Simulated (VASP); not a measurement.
Write the native input for VASP 6.6.1 that does the following.

```yaml
Task: single point
Functional: LDA
Potentials_or_basis: VASP PAW LDA potentials, release 64 (Ga_d, N)
Cutoff: 520 eV
k_mesh: 8 × 8 × 5
Occupations: gaussian, width 0.03 eV
Spin: no spin polarisation
Dipole_correction: no
Further_INCAR_settings: ALGO = Normal; EDIFF = 1e-06; NBANDS = 26
```

The structure of GaN lies in POSCAR:

```
GaN
1.0
    3.2081339984      0.0000000000      0.0000000000
   -1.6040669992      2.7783255414      0.0000000000
    0.0000000000      0.0000000000      5.1850000000
Ga N
2 2
Direct
    0.3333333333      0.6666666667     -0.0004122206
    0.6666666667      0.3333333333      0.4995877794
    0.3333333333      0.6666666667      0.3774122206
    0.6666666667      0.3333333333      0.8774122206
```

The input as run:

INCAR

```
  PREC = Accurate
  ENCUT = 520
  EDIFF = 1E-6
  ISMEAR = 0
  SIGMA = 0.03
  LREAL = False
  LASPH = True
  NELM = 80
  ALGO = Normal
  ISIF = 2
  LWAVE = False
  LCHARG = False
  NBANDS = 26
```

KPOINTS

```
Automatic mesh
0
Gamma
  8 8 5
```

Potentials or basis: VASP PAW LDA potentials, release 64 (Ga_d, N).

Run with:

```sh
$ cat potpaw_LDA.64/Ga_d/POTCAR potpaw_LDA.64/N/POTCAR > POTCAR
$ mpirun -np 1 vasp_std > vasp.out
```

Results of the run:

The pressure is -7.2 GPa and the band gap on the k mesh is 1.87 eV.

Caveat: the cell stands under tension.

Run time: 80 s on 1 thread of AMD EPYC 7R13 (shared host), peak memory 0.13 GiB.
